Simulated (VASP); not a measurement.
Wanted: the native input for a VASP 6.6.1 run.

```yaml
Task: single point
Functional: LDA
Potentials_or_basis: VASP PAW LDA potentials, release 64 (Pb_d, Te)
Cutoff: 520 eV
k_mesh: 7 × 7 × 7
Occupations: fermi-dirac, width 0.05 eV
Spin: no spin polarisation
Dipole_correction: no
Further_INCAR_settings: ALGO = Normal; EDIFF = 1e-07; NBANDS = 17
```

The structure of TePb lies in POSCAR:

```
TePb
1.0
    0.0000000000      3.0366949032      3.0366949032
    3.0366949032      0.0000000000      3.0366949032
    3.0366949032      3.0366949032      0.0000000000
Pb Te
1 1
Direct
    0.0000000000      0.0000000000      0.0000000000
    0.5000000000      0.5000000000      0.5000000000
```

The input as run:

INCAR

```
ALGO = Normal ; EDIFF = 1E-7
ENCUT = 520 ; GGA = CA
ISIF = 2 ; ISMEAR = -1
LASPH = True ; LCHARG = False
LREAL = False ; LWAVE = False
NBANDS = 17 ; NELM = 80
PREC = Accurate ; SIGMA = 0.05
```

KPOINTS

```
k-points
0
Gamma
  7 7 7
```

Potentials or basis: VASP PAW LDA potentials, release 64 (Pb_d, Te).

The run is started by

```console
$ cat potpaw_LDA.64/Pb_d/POTCAR potpaw_LDA.64/Te/POTCAR > POTCAR
$ mpirun -np 1 vasp_std > vasp.out
```

It gave:

| Property | Result |
| --- | --- |
| Pressure | 10.1 GPa |

Wall time 10 s on 1 thread of AMD EPYC 9R45 96-Core Processor (Zen 5) (shared host), peak memory 0.13 GiB.
